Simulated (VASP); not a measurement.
Here is a VASP 6.6.1 calculation.

The input INCAR:

```
ALGO     = Normal         # electronic algorithm
EDIFF    = 1E-7           # SCF threshold, eV
ENCUT    = 520            # plane-wave cutoff, eV
GGA      = PE             # functional
ISIF     = 2              # what is computed and relaxed
ISMEAR   = 0              # smearing method
LASPH    = T              # aspherical terms in the spheres
LCHARG   = T              # write CHGCAR
LELF     = T              # ELF
LREAL    = F              # projectors in reciprocal space
LVHAR    = T            
LWAVE    = F              # write WAVECAR
NBANDS   = 33             # bands
NELM     = 100            # most SCF steps
PREC     = Accurate       # precision mode
SIGMA    = 0.02           # smearing width, eV
```

KPOINTS

```
k-points
0
Gamma
  6 6 8
```

POSCAR

```
HfSnO4
1.0
    3.3871901401     -3.4145222418      0.0000000000
    3.3871901401      3.4145222418      0.0000000000
    0.0000000000      0.0000000000      3.2072035569
Hf Sn O
1 1 4
Direct
    0.0000000000      0.0000000000      0.0000000000
    0.5000000000      0.5000000000      0.5000000000
    0.1952328526      0.1952328526      0.5000000000
    0.6946141620      0.3053858380      0.0000000000
    0.3053858380      0.6946141620      0.0000000000
    0.8047671474      0.8047671474      0.5000000000
```

Potentials or basis: VASP PAW PBE potentials, release 64 (Hf_pv, Sn_d, O).

Run with:

```bash
$ cat potpaw_PBE.64/Hf_pv/POTCAR potpaw_PBE.64/Sn_d/POTCAR potpaw_PBE.64/O/POTCAR > POTCAR
$ mpirun -np 1 vasp_std > vasp.out
```

(1) Estimate the band gap on the k mesh.

(2) Predict the pressure.

(3) Predict the largest force.

## Answers

(1) 2.37 eV.

(2) 4.9 GPa.

(3) 0.234 eV/Å.

Caveat: the cell stands under pressure; spin-orbit coupling is left out, which moves the levels of the heavy elements.
